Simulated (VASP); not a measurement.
**C: single point with PBEsol+D3(BJ)**

Crystal: C.

```xyz
2
Lattice="0.0000 1.9677 3.2661 1.1368 0.0000 3.2661 1.1368 1.9677 0.0000" Properties=species:S:1:pos:R:3 pbc="T T T"
C     1.1368    0.6561    3.2661
C     1.1368    3.2794    3.2661
```

```yaml
Program: VASP 6.6.1
Task: single point
Functional: PBEsol
Dispersion: D3(BJ)
Potentials_or_basis: VASP PAW PBE potentials, release 64 (C)
Cutoff: 520 eV
k_mesh: 18 × 18 × 18
Occupations: gaussian, width 0.03 eV
Spin: no spin polarisation
```

| Item | Value |
| --- | --- |
| Pressure | 95.0 GPa |
| Dispersion energy per atom | -0.103 eV |

Stress tensor (GPa, compression positive):
```
142.43   0.00   0.00
  0.00 142.55   0.00
  0.00   0.00  -0.03
```

It took 80 s on 1 thread of AMD EPYC 9R45 96-Core Processor (Zen 5), with other jobs on the host, peak memory 0.2 GiB.

Caveat: the stress differs along the axes, from -0 to 143 GPa; the PAW data sets were made with another functional, which shifts forces and pressure a little.
